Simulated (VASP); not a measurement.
Write the native input for VASP 6.6.1 that does the following.

* Task: relaxation of cell and atoms
* Functional: PBE
* Potentials or basis: VASP PAW PBE potentials, release 64 (C)
* Cutoff: 600 eV
* k mesh: 18 × 18 × 18
* Occupations: gaussian, width 0.02 eV
* Spin: no spin polarisation
* Dipole correction: no
* Further INCAR settings: ALGO = Normal; EDIFF = 1e-06; IBRION = 2; EDIFFG = -0.005; NSW = 70; ISIF = 3

The structure of C lies in POSCAR:

```
C
1.0
    0.0000000000      2.1341717713      3.3921351652
    1.2328129398      0.0000000000      3.3921351652
    1.2328129398      2.1341717713      0.0000000000
C
2
Direct
    0.1666996624      0.8333003376      0.1666996624
    0.8333003376      0.1666996624      0.8333003376
```

The input as run:

INCAR

```
  PREC = Accurate
  ENCUT = 600
  EDIFF = 1E-6
  ISMEAR = 0
  SIGMA = 0.02
  LREAL = F
  LASPH = T
  NELM = 60
  ALGO = Normal
  ISIF = 3
  LWAVE = F
  LCHARG = F
  GGA = PE
  IBRION = 2
  NSW = 70
  EDIFFG = -0.005
```

KPOINTS

```
regular mesh
0
Gamma
  18 18 18
```

Potentials or basis: VASP PAW PBE potentials, release 64 (C).

The run is started by

```bash
$ cat potpaw_PBE.64/C/POTCAR > POTCAR
$ mpirun -np 1 vasp_std > vasp.out
```

It gave:

| Item | Value |
| --- | --- |
| Relaxed volume | 10.45 Å³/atom |
| Relaxed cell | a = 4.503 Å, b = 4.152 Å, c = 2.467 Å, α = 81.46°, β = 65.74°, γ = 32.80° |
| Space group after relaxing (to 0.1 Å) | Fmmm (No. 69) |
| Energy gained by relaxing | 11.0 meV/atom |
| Ionic steps | 46 |
| Pressure after relaxing | 0.0 GPa |

Caveat: the volume moved by over 15 % at a fixed basis, so the end points are rough; this functional lacks dispersion, which binds layers or chains, so the pressure and a relaxed spacing across them are unreliable.

Run time: 23 min on 1 thread of Intel(R) Xeon(R) Platinum 8488C (Sapphire Rapids) (shared host), peak memory 0.25 GiB.
